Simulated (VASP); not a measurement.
Here is a VASP 6.6.1 calculation.

The input INCAR:

```
PREC = Accurate
ENCUT = 500
EDIFF = 1E-6
ISMEAR = 0
SIGMA = 0.1
LREAL = False
LASPH = True
NELM = 200
ALGO = Normal
ISIF = 2
LWAVE = False
LCHARG = False
GGA = PE
NBANDS = 28
GGA_COMPAT = False
LMAXMIX = 6
```

KPOINTS

```
regular mesh
0
Gamma
  6 6 8
```

The input POSCAR:

```
Dy2H
1.0
    5.9220571764      0.0000000000      0.0000000000
    0.0000000000      5.9220571764      0.0000000000
    0.0000000000      0.0000000000      3.6205164360
Dy H
4 2
Direct
    0.2958270041      0.2958270041      0.0000000000
    0.7041729959      0.7041729959      0.0000000000
    0.7958270041      0.2041729959      0.5000000000
    0.2041729959      0.7958270041      0.5000000000
    0.0000000000      0.0000000000      0.0000000000
    0.5000000000      0.5000000000      0.5000000000
```

Potentials or basis: VASP PAW PBE potentials, release 64 (Dy_3, H), 4f in core.

Command:

```console
$ cat potpaw_PBE.64/Dy_3/POTCAR potpaw_PBE.64/H/POTCAR > POTCAR
$ mpirun -np 1 vasp_std > vasp.out
```

What does it give for the band gap on the k mesh?

Zero (bands 19 and 20 overlap by 0.67 eV).

What does it give for the pressure?

0.3 GPa.

Caveat: spin-orbit coupling is left out, which moves the levels of the heavy elements; the 4f electrons are frozen in the core, so they carry no moment and show no levels. Spin polarisation is off, so any magnetic state and its effect on volume and gap are missing.
